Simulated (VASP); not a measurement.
The system is SnTe.

```
CELL_PARAMETERS angstrom
0.00000 3.10827 3.10827
3.10827 0.00000 3.10827
3.10827 3.10827 0.00000
ATOMIC_POSITIONS crystal
Te 0.50000 0.50000 0.50000
Sn 0.00000 0.00000 0.00000
```

Base run:

```yaml
Program: VASP 6.6.1
Functional: PBEsol
Dispersion: D4
Potentials_or_basis: VASP PAW PBE potentials, release 64 (Te, Sn_d)
Cutoff: 520 eV
k_mesh: 7 × 7 × 7
Occupations: fermi-dirac, width 0.05 eV
Spin: no spin polarisation
```

Its results: pressure 0.3 GPa.

Task: The run is repeated on the same cell with these changes: functional from PBEsol to BLYP. What comes out?

Result: Pressure 4.1 GPa.

BLYP binds less tightly than PBEsol, so the same cell stands under more pressure.

Caveats: the PAW data sets were made with another functional, which shifts forces and pressure a little.
